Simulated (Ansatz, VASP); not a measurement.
TaS2 in VASP and in Ansatz

```xyz
3
Lattice="3.4170 0.0000 0.0000 -1.7085 2.9592 0.0000 0.0000 0.0000 5.8600" Properties=species:S:1:pos:R:3 pbc="T T T"
Ta    0.0000    0.0000    0.0000
S     0.0000    1.9728    1.4650
S     1.7085    0.9864    4.3950
```

Change from the starting cell: equal xx and yy strain of +2 %, crystal datasets.

Alike in both runs: task electric field gradients; functional PBE; k mesh 9 × 9 × 5; occupations fermi-dirac, width 0.03 eV; no spin polarisation.

|  | VASP | Ansatz |
| --- | --- | --- |
| version | VASP 6.6.1 | Ansatz 0.2.0 |
| potentials or method | VASP PAW PBE potentials, release 64 (Ta_pv, S), cutoff 400 eV | all-electron PAW with datasets made for the crystal, scalar-relativistic |

```tsv
	VASP	Ansatz	Ansatz less VASP
pressure (GPa)	3.3	3.3	+0.04
traceless stress, the component that is largest in VASP (GPa)	4.31	4.24	-0.062
rms of the force components (eV/Å)	0.333	0.329	-0.0042
size of Vzz on the site where it differs most (V/Å²)	124.9	157.1	+32.18
```

Atom by atom the forces differ by 0.004 eV/Å (rms over components). Ansatz ran all-electron here, and VASP with PAW potentials.

Neither program's run includes spin-orbit coupling.
